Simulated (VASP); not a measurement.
A run of VASP 6.6.1:

POSCAR

```
Li2O
1.0
    0.0000000000      2.2632722501      2.2632722501
    2.2632722501      0.0000000000      2.2632722501
    2.2632722501      2.2632722501      0.0000000000
O Li
1 2
Direct
    0.0000000000      0.0000000000      0.0000000000
    0.2500000000      0.2500000000      0.2500000000
    0.7500000000      0.7500000000      0.7500000000
```

INCAR.step1

```
SYSTEM = Li2O
PREC = Accurate
ENCUT = 830
ISMEAR = 0
SIGMA = 0.01
LREAL = .FALSE.
LASPH = .TRUE.
NELM = 120
NBANDS = 13
GGA = PE
ALGO = Normal
EDIFF = 1E-5
LWAVE = .TRUE.
LCHARG = .FALSE.
GGA_COMPAT = .FALSE.
```

File INCAR.step2:

```
SYSTEM = Li2O
PREC = Accurate
ENCUT = 830
EDIFF = 1E-6
ISMEAR = 0
SIGMA = 0.01
LREAL = .FALSE.
LASPH = .TRUE.
NELM = 120
ALGO = Normal
ISIF = 2
LWAVE = .FALSE.
LCHARG = .TRUE.
METAGGA = R2SCAN
LMIXTAU = .TRUE.
LELF = .TRUE.
LVHAR = .TRUE.
NBANDS = 13
ISTART = 1
GGA_COMPAT = .FALSE.
```

The input KPOINTS:

```
Automatic mesh
0
G
  8 8 8
  0 0 0
```

Potentials or basis: VASP PAW PBE potentials, release 64 (O, Li_sv).

Launch:

```bash
$ cat potpaw_PBE.64/O/POTCAR potpaw_PBE.64/Li_sv/POTCAR > POTCAR
$ cp INCAR.step1 INCAR
$ mpirun -np 1 vasp_std > vasp.out
$ cp INCAR.step2 INCAR
$ mpirun -np 1 vasp_std > vasp.out
```

Hardware: 1 thread of Intel(R) Xeon(R) Platinum 8259CL CPU @ 2.50GHz (Skylake/Cascade Lake), with other jobs on the host.

Problem. How long does it take, and how much memory?

Solution. It took 82 s on 1 thread of Intel(R) Xeon(R) Platinum 8259CL CPU @ 2.50GHz (Skylake/Cascade Lake), with other jobs on the host, peak memory 0.16 GiB. Counts: k points 29.
